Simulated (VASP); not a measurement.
Runs of VASP 6.6.1 on SnO2. The structure is that of space group P4_2/mnm (No. 136), or close to it. The cells are those of the table. 

```csv
task,cell,k mesh,cutoff (eV),smearing,gap on the mesh (eV),pressure (GPa),relaxed volume (Å³/atom),largest force (eV/Å)
relaxation of cell and atoms,"relaxed from a = 4.737, b = 4.737, c = 3.186 Å, 6 atoms",4 × 4 × 6,600,gaussian 0.1 eV,0.64,0.1,12.59,0.02
single point,"a = 4.828, b = 4.828, c = 3.238 Å, 6 atoms",6 × 6 × 8,520,gaussian 0.05 eV,0.67,0.6,-,0.02
relaxation of cell and atoms,"relaxed from a = 4.826, b = 4.826, c = 3.237 Å, 6 atoms",6 × 6 × 8,600,gaussian 0.02 eV,0.64,0.0,(a),-
single point,"a = 4.828, b = 4.828, c = 3.238 Å, 6 atoms",6 × 6 × 8,520,gaussian 0.02 eV,0.67,0.6,-,0.02
```

Alike in all rows: level PBE; potentials or basis VASP PAW PBE potentials, release 64 (Sn_d, O); no spin polarisation.

**Question.** Estimate the missing entries.

**Answer.** (a) 12.60.

Caveats: spin-orbit coupling is left out, which moves the levels of the heavy elements.

A k mesh can miss the band edges, and the runs leave out spin-orbit coupling on Sn.
